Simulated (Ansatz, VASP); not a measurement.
## C: VASP beside Ansatz

The input POSCAR:

```
C
1.0
    1.7834000000     -1.7834000000      0.0000000000
    1.7834000000      0.0000000000     -1.7834000000
    7.3119400000      6.9552600000      7.1336000000
C
12
Direct
    0.6395800000      0.6666666667      0.2708666667
   -0.0104200000      0.0000000000      0.1042000000
    0.2895800000      0.3333333333      0.4375333333
    0.5895800000      0.6666666667      0.7708666667
    0.9395800000      1.0000000000      0.6042000000
    0.2395800000      0.3333333333      0.9375333333
    0.6270800000      0.6666666667      0.3958666667
    0.9770800000      1.0000000000      0.2292000000
    0.2770800000      0.3333333333      0.5625333333
    0.5770800000      0.6666666667      0.8958666667
   -0.0729200000      0.0000000000      0.7292000000
    0.3270800000      0.3333333333      0.0625333333
```

INCAR.step1

```
SYSTEM = C
  PREC = Accurate
  ENCUT = 520
  ISMEAR = 0
  SIGMA = 0.05
  LREAL = .FALSE.
  LASPH = .TRUE.
  NELM = 80
  NBANDS = 36
  GGA = PE
  ALGO = Normal
  EDIFF = 1E-4
  LWAVE = .TRUE.
  LCHARG = .FALSE.
```

The input INCAR.step2:

```
SYSTEM = C
  PREC = Accurate
  ENCUT = 520
  EDIFF = 1E-7
  ISMEAR = 0
  SIGMA = 0.05
  LREAL = .FALSE.
  LASPH = .TRUE.
  NELM = 80
  ALGO = Normal
  ISIF = 2
  LWAVE = .FALSE.
  LCHARG = .TRUE.
  METAGGA = R2SCAN
  LMIXTAU = .TRUE.
  LELF = .TRUE.
  LVHAR = .TRUE.
  NBANDS = 36
  ISTART = 1
```

File KPOINTS:

```
regular mesh
0
G
  10 10 2
  0 0 0
```

Input for Ansatz:

```yaml
crystal:
  lattice:
    - [1.7834, -1.7834, 0.0]
    - [1.7834, 0.0, -1.7834]
    - [7.31194, 6.95526, 7.1336]
  atoms:
    - { symbol: C, position: [0.63958, 0.6666666667, 0.2708666667] }
    - { symbol: C, position: [-0.01042, 0.0, 0.1042] }
    - { symbol: C, position: [0.28958, 0.3333333333, 0.4375333333] }
    - { symbol: C, position: [0.58958, 0.6666666667, 0.7708666667] }
    - { symbol: C, position: [0.93958, 1.0, 0.6042] }
    - { symbol: C, position: [0.23958, 0.3333333333, 0.9375333333] }
    - { symbol: C, position: [0.62708, 0.6666666667, 0.3958666667] }
    - { symbol: C, position: [0.97708, 1.0, 0.2292] }
    - { symbol: C, position: [0.27708, 0.3333333333, 0.5625333333] }
    - { symbol: C, position: [0.57708, 0.6666666667, 0.8958666667] }
    - { symbol: C, position: [-0.07292, 0.0, 0.7292] }
    - { symbol: C, position: [0.32708, 0.3333333333, 0.0625333333] }
basis:
  ecutwfc: 500
kpoints:
  mp_grid: { grid: [10, 10, 2] }
hamiltonian:
  xc: r2scan
scf:
  occupations: { method: gaussian, width: 0.05 }
output:
  forces: true
  stress: true
  eigenvalues: true
```

Alike in both runs: task single point; functional r2SCAN; k mesh 10 × 10 × 2; occupations gaussian, width 0.05 eV; no spin polarisation.

|  | VASP | Ansatz |
| --- | --- | --- |
| version | VASP 6.6.1 | Ansatz 0.2.0 |
| potentials or method | VASP PAW PBE potentials, release 64 (C), cutoff 520 eV | scalar-relativistic, plane waves, PAW |
| valence electrons in the cell | 48 | 48 |

Ansatz gave:

* gap on the k mesh at the Fermi level (eV): 3.85
* least direct gap on the mesh (eV): 5.52
* pressure (GPa): -2.4
* traceless stress, the component that is largest in VASP (GPa): -8.60
* rms of the force components (eV/Å): 0.467

Estimate VASP's values.

gap on the k mesh at the Fermi level (eV): 3.82; least direct gap on the mesh (eV): 5.48; pressure (GPa): -1.3; traceless stress, the component that is largest in VASP (GPa): -8.58; rms of the force components (eV/Å): 0.465.

VASP's potentials were made for PBE, not for r2SCAN. Atom by atom the forces differ by 0.003 eV/Å (rms over components).
